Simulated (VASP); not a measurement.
## La: relaxation of cell and atoms with PBE

The system is La.

```
La
1.0
     0.00000    2.63746    2.63746
     2.63746    0.00000    2.63746
     2.63746    2.63746    0.00000
La
1
Direct
  0.00000 0.00000 0.00000
```

The cell was built from a structure type or drawn by symmetry, and may not be a known phase.

```json
{"Program": "VASP 6.6.1", "Task": "relaxation of cell and atoms", "Functional": "PBE", "Potentials or basis": "VASP PAW PBE potentials, release 64 (La)", "Cutoff": "600 eV", "k mesh": "18 × 18 × 18", "Occupations": "gaussian, width 0.1 eV", "Spin": "no spin polarisation", "Dipole correction": "no", "Further INCAR settings": "ALGO = Normal; EDIFF = 1e-06; IBRION = 2; EDIFFG = -0.01; NSW = 100; ISIF = 3"}
```

```yaml
Relaxed_volume: 36.91 Å³/atom
Relaxed_cell: a = 3.737 Å, b = 3.737 Å, c = 3.737 Å, α = 60.00°, β = 60.00°, γ = 60.00°
Space_group_after_relaxing_to_0.1_Å: Fm-3m (No. 225)
Energy_gained_by_relaxing: 0.2 meV/atom
Ionic_steps: 2
Pressure_after_relaxing: 0.0 GPa
Band_gap_on_the_k_mesh: zero (an odd number of electrons rules out a gap without spin polarisation)
```

The path:
```csv
step,energy change (eV),largest force (eV/Å),pressure (GPa),volume (Å³)
1,0.0000,0.0000,0.18,36.69
2,-0.0002,0.0000,0.04,36.91
```

Final structure:
```
CELL_PARAMETERS angstrom
0.00000 2.64274 2.64274
2.64274 0.00000 2.64274
2.64274 2.64274 0.00000
ATOMIC_POSITIONS crystal
La 0.00000 0.00000 0.00000
```

Levels at points of the mesh, in eV from the Fermi level:
| k point | band 3 | band 4 | band 5 | band 6 | band 7 | band 8 |
| --- | --- | --- | --- | --- | --- | --- |
| (0.00, 0.00, 0.00) | -15.83 | -15.83 | -3.17 | 1.32 | 1.50 | 1.50 |
| (0.50, 0.00, 0.00) | -16.01 | -16.01 | -1.71 | 1.29 | 1.29 | 1.34 |
| (0.50, 0.50, 0.00) | -16.33 | -16.33 | -1.99 | -1.39 | 1.91 | 1.91 |

Run time: 88 s on 1 thread of Intel(R) Xeon(R) 6975P-C (Granite Rapids), on a shared host, peak memory 0.27 GiB.

Caveat: spin-orbit coupling is left out, which moves the levels of the heavy elements.
